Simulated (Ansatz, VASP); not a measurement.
CdS in VASP and in Ansatz

```
Cd S
1.0
     4.26117    0.00000    0.00000
    -2.13058    3.69028    0.00000
     0.00000    0.00000    5.80417
Cd S
1 1
Direct
  0.00000 0.00000 0.44269
  0.66667 0.33333 0.43431
```

Alike in both runs: task single point; functional PBEsol; k mesh 6 × 6 × 4; occupations gaussian, width 0.1 eV; no spin polarisation.

|  | VASP | Ansatz |
| --- | --- | --- |
| version | VASP 6.6.1 | Ansatz 0.2.0 |
| potentials or method | VASP PAW PBE potentials, release 64 (Cd_sv_GW, S), cutoff 540 eV | scalar-relativistic, plane waves, PAW |
| valence electrons in the cell | 26 | 26 |

|  | VASP | Ansatz | Ansatz less VASP |
| --- | --- | --- | --- |
| gap on the k mesh at the Fermi level (eV) | 1.41 | 1.41 | +0.005 |
| least direct gap on the mesh (eV) | 1.41 | 1.42 | +0.005 |
| pressure (GPa) | -2.0 | -1.5 | +0.51 |
| traceless stress, the component that is largest in VASP (GPa) | 1.47 | 1.49 | +0.020 |
| rms of the force components (eV/Å) | 0.010 | 0.010 | +0.0004 |

VASP's potentials were made for PBE, not for PBEsol. Atom by atom the forces differ by 0.000 eV/Å (rms over components).
